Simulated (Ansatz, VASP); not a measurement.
## CdS: VASP beside Ansatz

```
Cd S
1.0
     0.00000    2.75324    2.75324
     2.75324    0.00000    2.75324
     2.75324    2.75324    0.00000
Cd S
1 1
Cartesian
  0.0000 0.0000 0.0000
  2.7532 2.7532 2.7532
```

Alike in both runs: task single point; functional PBE; k mesh 4 × 4 × 4; occupations gaussian, width 0.1 eV; no spin polarisation.

```csv
,VASP,Ansatz
version,VASP 6.6.1,Ansatz 0.2.0
potentials or method,"VASP PAW PBE potentials, release 64 (Cd, S)","scalar-relativistic, plane waves, norm-conserving potentials"
plane-wave cutoff (eV),520,1071
valence electrons in the cell,18,26
```

```csv
,VASP,Ansatz,Ansatz less VASP
gap on the k mesh at the Fermi level (eV),0.22,0.23,+0.010
least direct gap on the mesh (eV),1.51,1.53,+0.023
pressure (GPa),0.3,-0.1,-0.42
```

With one functional, cell and mesh, what is left measures potentials, basis and numerics. VASP's potentials hold 18 valence electrons a cell and Ansatz's 26, so a difference there can come from the potentials and not from the codes.

The k mesh is coarse, so the values compare programs but aren't converged.
